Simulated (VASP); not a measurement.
# Ag (Fm-3m) in VASP: further runs

The runs below take Ag through single point, with PBEsol.

Everything below comes from runs of VASP 6.6.1. Logs are shortened: lines on timing, memory, paths and dates and some standing lists are left out, and cuts for length are marked.

## Step 1: The cell of the first run

The structure is cubic, space group Fm-3m (No. 225). The conventional cell has a = 4.013 Å, b = 4.013 Å, c = 4.013 Å, α = 90.00°, β = 90.00°, γ = 90.00°. Within 3.7 Å of Ag (site symmetry m-3m) lie 12 Ag at 2.84 Å.

## Step 2: Single point, PBEsol (volume scaled by 0.97)

INCAR reads:

```
PREC     = Accurate       # precision mode
ENCUT    = 520            # plane-wave cutoff, eV
EDIFF    = 1E-6           # SCF threshold, eV
ISMEAR   = 0              # smearing method
SIGMA    = 0.1            # smearing width, eV
LREAL    = False          # projectors in reciprocal space
LASPH    = True           # aspherical terms in the spheres
NELM     = 80             # most SCF steps
ALGO     = Normal         # electronic algorithm
ISIF     = 2              # what is computed and relaxed
LWAVE    = False          # write WAVECAR
LCHARG   = False          # write CHGCAR
GGA      = PS             # functional
NBANDS   = 12             # bands
```

KPOINTS reads:

```
Automatic mesh
0
Gamma
  18 18 18
```

POSCAR reads:

```
Ag
1.0
    0.0000000000      2.0067273948      2.0067273948
    2.0067273948      0.0000000000      2.0067273948
    2.0067273948      2.0067273948      0.0000000000
Ag
1
Direct
    0.0000000000      0.0000000000      0.0000000000
```

Potentials or basis: VASP PAW PBE potentials, release 64 (Ag).

Started as:

```bash
> cat potpaw_PBE.64/Ag/POTCAR > POTCAR
> mpirun -np 1 vasp_std > vasp.out
```

OUTCAR:

```text
PREC = Accurate
   ENCUT = 520
   EDIFF = 1E-6
   ISMEAR = 0
   LREAL = False
   LASPH = True
   NELM = 80
   ISIF = 2
   GGA = PS

 ion  position               nearest neighbor table
   1  0.000  0.000  0.000-

  LATTYP: Found a face centered cubic cell.
 ALAT       =     4.0134547896

  Lattice vectors:

 A1 = (   0.0000000000,   2.0067273948,   2.0067273948)
 A2 = (   2.0067273948,   0.0000000000,   2.0067273948)
 A3 = (   2.0067273948,   2.0067273948,   0.0000000000)

Analysis of symmetry for initial positions (statically):
=====================================================================
 Subroutine PRICEL returns:
 Original cell was already a primitive cell.

 Routine SETGRP: Setting up the symmetry group for a
 face centered cubic supercell.

 Subroutine GETGRP returns: Found 48 space group operations
 (whereof 48 operations were pure point group operations)
 out of a pool of 48 trial point group operations.

The static configuration has the point symmetry O_h .

Analysis of symmetry for dynamics (positions and initial velocities):
=====================================================================
 Subroutine PRICEL returns:
 Original cell was already a primitive cell.

 Routine SETGRP: Setting up the symmetry group for a
 face centered cubic supercell.

 Subroutine GETGRP returns: Found 48 space group operations
 (whereof 48 operations were pure point group operations)
 out of a pool of 48 trial point group operations.

The dynamic configuration has the point symmetry O_h .

 Subroutine INISYM returns: Found 48 space group operations
 (whereof 48 operations are pure point group operations),
 and found     1 'primitive' translations

----------------------------------------------------------------------------------------

                                     Primitive cell

  volume of cell :      16.1620

  direct lattice vectors                    reciprocal lattice vectors
     0.000000000  2.006727395  2.006727395    -0.249161895  0.249161895  0.249161895
     2.006727395  0.000000000  2.006727395     0.249161895 -0.249161895  0.249161895
     2.006727395  2.006727395  0.000000000     0.249161895  0.249161895 -0.249161895

  length of vectors
     2.837941098  2.837941098  2.837941098     0.431561061  0.431561061  0.431561061

  position of ions in fractional coordinates (direct lattice)
     0.000000000  0.000000000  0.000000000

  ion indices of the primitive-cell ions
   primitive index   ion index
                 1           1

----------------------------------------------------------------------------------------

 KPOINTS: Automatic mesh

Automatic generation of k-mesh.
 Grid dimensions read from file:
 generate k-points for:   18   18   18

 Generating k-lattice:

  Cartesian coordinates                     Fractional coordinates (reciprocal lattice)
    -0.013842327  0.013842327  0.013842327     0.055555556  0.000000000  0.000000000
     0.013842327 -0.013842327  0.013842327     0.000000000  0.055555556  0.000000000
     0.013842327  0.013842327 -0.013842327     0.000000000  0.000000000  0.055555556

  Length of vectors
     0.023975615  0.023975615  0.023975615

  Shift w.r.t. Gamma in fractional coordinates (k-lattice)
     0.000000000  0.000000000  0.000000000

 Subroutine IBZKPT returns following result:
 ===========================================

 Found    195 irreducible k-points:

 Following reciprocal coordinates:
            Coordinates               Weight
  0.000000  0.000000  0.000000      1.000000
  0.055556  0.000000  0.000000      8.000000
  0.111111  0.000000  0.000000      8.000000
  0.166667  0.000000  0.000000      8.000000
  0.222222  0.000000  0.000000      8.000000
  0.277778  0.000000  0.000000      8.000000
[... 16 lines left out ...]
 -0.277778  0.055556  0.000000     24.000000
 -0.222222  0.055556  0.000000     24.000000
 [... further k-points ...]
   k-points           NKPTS =    195   k-points in BZ     NKDIM =    195   number of bands    NBANDS=     12
   number of dos      NEDOS =    301   number of ions     NIONS =      1
   total plane-waves  NPLWV =  13824
   dimension x,y,z NGX =    24 NGY =   24 NGZ =   24
   dimension x,y,z NGXF=    48 NGYF=   48 NGZF=   48
   ions per type =               1
   NGX,Y,Z   is equivalent  to a cutoff of  14.06, 14.06, 14.06 a.u.
   NGXF,Y,Z  is equivalent  to a cutoff of  28.12, 28.12, 28.12 a.u.
 SYSTEM =  unknown system
   PREC   = accura    normal or accurate (medium, high low for compatibility)
   ISTART =      0    job   : 0-new  1-cont  2-samecut
   ICHARG =      2    charge: 1-file 2-atom 10-const
   ISPIN  =      1    spin polarized calculation?
   LNONCOLLINEAR =      F non collinear calculations
   LSORBIT =      F    spin-orbit coupling
   LASPH  =      T    aspherical Exc in radial PAW
   ENCUT  =  520.0 eV  38.22 Ry    6.18 a.u.   5.28  5.28  5.28*2*pi/ulx,y,z
   NELM   =     80;   NELMIN=  2; NELMDL= -5     # of ELM steps
   EDIFF  = 0.1E-05   stopping-criterion for ELM
   LREAL  =      F    real-space projection
   EDIFFG = 0.1E-04   stopping-criterion for IOM
   NSW    =      0    number of steps for IOM
   IBRION =     -1    ionic relax: 0-MD 1-quasi-New 2-CG
   NFREE  =      0    steps in history (QN), initial steepest desc. (CG)
   ISIF   =      2    stress and relaxation
   ISYM   =      2    0-nonsym 1-usesym 2-fastsym
   POTIM  = 0.5000    time-step for ionic-motion
   TEBEG  =    0.0;   TEEND  =   0.0 temperature during run
   PSTRESS=    0.0 pullay stress
   NELECT =      11.0000    total number of electrons
   NUPDOWN=      -1.0000    fix difference up-down
   EMIN   =  10.00;   EMAX   =-10.00  energy-range for DOS
   EFERMI =   0.00;   METHOD = LEGACY
   ISMEAR =     0;   SIGMA  =   0.10  broadening in eV -4-tet -1-fermi 0-gaus
   EFERMI_NEDOS =   21; number of points for ismear=-14 and -15
   IALGO  =     38    algorithm
   IMIX   =      4    mixing-type and parameters
     AMIX     =   0.40;   BMIX     =  1.00
     AMIX_MAG =   1.60;   BMIX_MAG =  1.00
  volume/ion in A,a.u.               =      16.16       109.07
  Fermi-wavevector in a.u.,A,eV,Ry     =   1.440038  2.721278 28.214538  2.073710
  Thomas-Fermi vector in A             =   2.558827
   LORBIT       =      0    0 simple, 1 ext, 2 COOP (PROOUT), +10 PAW based schemes
   GGA     = PS    functional components
   LHFCALC =     F    Hartree Fock is set to
   AEXX    =    0.0000 exact exchange contribution
   IVDW    =     0    specifies the selected vdW correction
   LEPSILON=     F    determine dielectric tensor
   LRPA    =     F    only Hartree local field effects (RPA)
 non-spin polarized calculation
 Gauss-broadening in eV      SIGMA  =   0.10
  energy-cutoff  :      520.00
  volume of cell :       16.16
 maximum number of plane-waves:       448
 NGX is ok and might be reduce to    24
   NGX = 11   NGY = 11   NGZ = 11

 number of electron      11.0000002 magnetization

 Free energy of the ion-electron system (eV)
  ---------------------------------------------------
  ext. energy  EPLUGINS =         0.00000000
  ---------------------------------------------------
  free energy    TOTEN  =        -3.30658192 eV

  energy without entropy =       -3.30562128  energy(sigma->0) =       -3.30610160

 E-fermi :   8.9601     XC(G=0): -12.7340

 val. band max:        8.9213816665   @ k =   0.5000   0.2778   0.1111
 cond. band min:       9.1152453106   @ k =   0.5000   0.1111   0.0000
 fundamental gap:      0.1938636441
 Fermi energy:         8.9601441503

 k-point     1 :       0.0000    0.0000    0.0000
  band No.  band energies     occupation
      1       0.7623      2.00000
      2       4.0263      2.00000
      3       4.0263      2.00000
      4       4.0263      2.00000
      5       5.1769      2.00000
      6       5.1769      2.00000
      7      25.0887      0.00000
      8      28.9789      0.00000
      9      28.9789      0.00000
     10      28.9789      0.00000
     11      33.9381      0.00000
     12      35.4377      0.00000

 k-point     2 :       0.0556    0.0000    0.0000
  band No.  band energies     occupation
      1       0.8634      2.00000
      2       4.0004      2.00000
      3       4.0558      2.00000
      4       4.0558      2.00000
      5       5.1649      2.00000
      6       5.1649      2.00000
      7      25.1310      0.00000
      8      28.1397      0.00000
      9      29.0383      0.00000
     10      29.0383      0.00000
     11      34.1781      0.00000
     12      35.2859      0.00000

 k-point     3 :       0.1111    0.0000    0.0000
  band No.  band energies     occupation
      1       1.1559      2.00000
      2       3.9391      2.00000
      3       4.1330      2.00000
      4       4.1330      2.00000
      5       5.1410      2.00000
      6       5.1410      2.00000
      7      25.0115      0.00000
      8      26.6488      0.00000
      9      29.1922      0.00000
     10      29.1922      0.00000
     11      33.3340      0.00000
     12      34.7900      0.00000

 k-point     4 :       0.1667    0.0000    0.0000
  band No.  band energies     occupation
      1       1.5949      2.00000
      2       3.9003      2.00000
      3       4.2190      2.00000
      4       4.2190      2.00000
      5       5.1439      2.00000
      6       5.1439      2.00000
      7      23.6714      0.00000
      8      26.0792      0.00000
      9      29.3609      0.00000
     10      29.3609      0.00000
     11      32.4994      0.00000
     12      33.9887      0.00000

 k-point     5 :       0.2222    0.0000    0.0000
  band No.  band energies     occupation
      1       2.0563      2.00000
      2       4.0241      2.00000
      3       4.2561      2.00000
      4       4.2561      2.00000
      5       5.2286      2.00000
      6       5.2286      2.00000
      7      21.6021      0.00000
      8      25.9169      0.00000
      9      29.3930      0.00000
     10      29.3930      0.00000
     11      32.2705      0.00000
     12      33.1605      0.00000
[... 228 lines left out ...]
      1       2.3712      2.00000
      2       4.0253      2.00000
      3       4.0901      2.00000
      4       5.6696      2.00000
      5       5.8180      2.00000
      6       7.4059      2.00000
      7      14.7417      0.00000
      8      24.4795      0.00000
      9      26.7247      0.00000
     10      28.0758      0.00000
     11      32.6067      0.00000
     12      32.8353      0.00000

 k-point    22 :      -0.3333    0.0556    0.0000
  band No.  band energies     occupation
      1       2.4301      2.00000
      2       4.1002      2.00000
      3       4.1580      2.00000
      4       5.2703      2.00000
      5       5.5830      2.00000
      6       6.4282      2.00000
      7      16.6624      0.00000
      8      24.7799      0.00000
      9      27.0754      0.00000
     10      29.0623      0.00000
     11      32.3494      0.00000
     12      32.4335      0.00000

 k-point    23 :      -0.2778    0.0556    0.0000
  band No.  band energies     occupation
      1       2.4379      2.00000
      2       4.1677      2.00000
      3       4.2389      2.00000
      4       4.6166      2.00000
      5       5.3287      2.00000
      6       5.8459      2.00000
      7      18.7686      0.00000
      8      25.1476      0.00000
      9      27.6094      0.00000
     10      30.2145      0.00000
     11      31.7743      0.00000
     12      32.0734      0.00000

 k-point    24 :      -0.2222    0.0556    0.0000
  band No.  band energies     occupation
      1       2.2585      2.00000
      2       3.9983      2.00000
      3       4.2955      2.00000
      4       4.3015      2.00000
      5       5.1178      2.00000
      6       5.5156      2.00000
      7      20.9451      0.00000
      8      25.4851      0.00000
      9      28.1518      0.00000
     10      30.8899      0.00000
     11      31.2328      0.00000
     12      32.3574      0.00000

 [... further k-points ...]
[... 5 lines left out ...]
  --------------------------------------------------------------------------------------
  -------------------------------------------------------------------------------------
  Total        0.3734936      0.3734936      0.3734936      0.0000000      0.0000000      0.0000000
  in kB       37.0253007     37.0253007     37.0253007      0.0000000      0.0000000      0.0000000
  external PRESSURE =      37.0253007 kB  Pullay stress =       0.0000000 kB

 VOLUME and BASIS-vectors are now :
 -----------------------------------------------------------------------------
  energy-cutoff  :      520.00
  volume of cell :       16.16
      direct lattice vectors                 reciprocal lattice vectors
     0.000000000  2.006727395  2.006727395    -0.249161895  0.249161895  0.249161895
     2.006727395  0.000000000  2.006727395     0.249161895 -0.249161895  0.249161895
     2.006727395  2.006727395  0.000000000     0.249161895  0.249161895 -0.249161895

 POSITION                                       TOTAL-FORCE (eV/Angst)
 -----------------------------------------------------------------------------------
      0.00000      0.00000      0.00000         0.000000      0.000000      0.000000
 -----------------------------------------------------------------------------------
    total drift:                               -0.000000      0.000000     -0.000000

  FREE ENERGIE OF THE ION-ELECTRON SYSTEM (eV)
  ---------------------------------------------------
  free  energy   TOTEN  =        -3.3065819235 eV

  energy  without entropy=       -3.3056212845  energy(sigma->0) =       -3.30610160
```

It took 16 s on 1 thread of Intel Xeon Platinum 8488C (Sapphire Rapids), shared host; peak memory 0.17 GiB.

Results:

| Quantity | Value |
| --- | --- |
| Free energy | -3.3066 eV |
| Pressure | 3.7 GPa |

Caveat: the cell differs from its parent crystal (volume scaled by 0.97); the PAW data sets were made with another functional, which shifts forces and pressure a little.

## Step 3: Single point, PBEsol

This run uses another cell than the first one, of 17.05 Å³/atom, 1.055 times its volume.

INCAR reads:

```
SYSTEM = Ag
  ALGO = Fast
  EDIFF = 1E-6
  ENCUT = 520
  GGA = PS
  ISIF = 2
  ISMEAR = 0
  LASPH = .True.
  LCHARG = .False.
  LREAL = .False.
  LWAVE = .False.
  NBANDS = 12
  NELM = 100
  PREC = Accurate
  SIGMA = 0.1
```

KPOINTS reads:

```
k-points
0
Gamma
  18 18 18
  0 0 0
```

POSCAR reads:

```
Ag
1.0
    0.0000000000      2.0427500000      2.0427500000
    2.0427500000      0.0000000000      2.0427500000
    2.0427500000      2.0427500000      0.0000000000
Ag
1
Direct
    0.0000000000      0.0000000000      0.0000000000
```

Potentials or basis: VASP PAW PBE potentials, release 64 (Ag).

Started as:

```bash
> cat potpaw_PBE.64/Ag/POTCAR > POTCAR
> mpirun -np 1 vasp_std > vasp.out
```

Run time: 23 s. Hardware: 1 thread of Intel Xeon Platinum 8488C (Sapphire Rapids), shared host; peak memory 0.16 GiB.

Results (log left out):

```yaml
Free_energy: -3.3087 eV
Pressure: -2.7 GPa
```

Levels at points of the mesh, in eV from the Fermi level:
```tsv
k point	band 3	band 4	band 5	band 6	band 7	band 8	band 9	band 10
(0.00, 0.00, 0.00)	-4.71	-4.71	-3.67	-3.67	16.04	19.61	19.61	19.61
(0.50, 0.00, 0.00)	-4.74	-2.87	-2.87	-0.40	3.64	15.28	17.87	17.87
(0.50, 0.50, 0.00)	-2.90	-2.66	-2.66	1.60	6.77	10.66	10.66	17.22
```

Caveat: the PAW data sets were made with another functional, which shifts forces and pressure a little.

(Part 1 of 3 ends here.)
